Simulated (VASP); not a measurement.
Wanted: the native input for a VASP 6.6.1 run.

* Task: single point
* Functional: LDA
* Potentials or basis: VASP PAW LDA potentials, release 64 (Al, N)
* Cutoff: 600 eV
* k mesh: 8 × 8 × 8
* Occupations: gaussian, width 0.01 eV
* Spin: no spin polarisation
* Dipole correction: no
* Further INCAR settings: ALGO = Normal; EDIFF = 1e-06; NBANDS = 11

The structure of AlN lies in POSCAR:

```
AlN
1.0
    0.0000000000      1.9557848367      1.9557848367
    1.9557848367      0.0000000000      1.9557848367
    1.9557848367      1.9557848367      0.0000000000
Al N
1 1
Direct
    0.0000000000      0.0000000000      0.0000000000
    0.5000000000      0.5000000000      0.5000000000
```

One way to write it, as run:

INCAR

```
PREC = Accurate
ENCUT = 600
EDIFF = 1E-6
ISMEAR = 0
SIGMA = 0.01
LREAL = F
LASPH = T
NELM = 120
ALGO = Normal
ISIF = 2
LWAVE = F
LCHARG = F
NBANDS = 11
GGA_COMPAT = F
```

KPOINTS

```
Automatic mesh
0
Gamma
  8 8 8
```

Potentials or basis: VASP PAW LDA potentials, release 64 (Al, N).

The run is started by

```bash
$ cat potpaw_LDA.64/Al/POTCAR potpaw_LDA.64/N/POTCAR > POTCAR
$ mpirun -np 1 vasp_std > vasp.out
```

Results of the run:

```yaml
Pressure: 25.0 GPa
Band_gap_on_the_k_mesh: 5.00 eV, indirect (least direct gap 7.28 eV)
```

Run time: 14 s on 1 thread of AMD EPYC 7R13, on a shared host, peak memory 0.09 GiB.
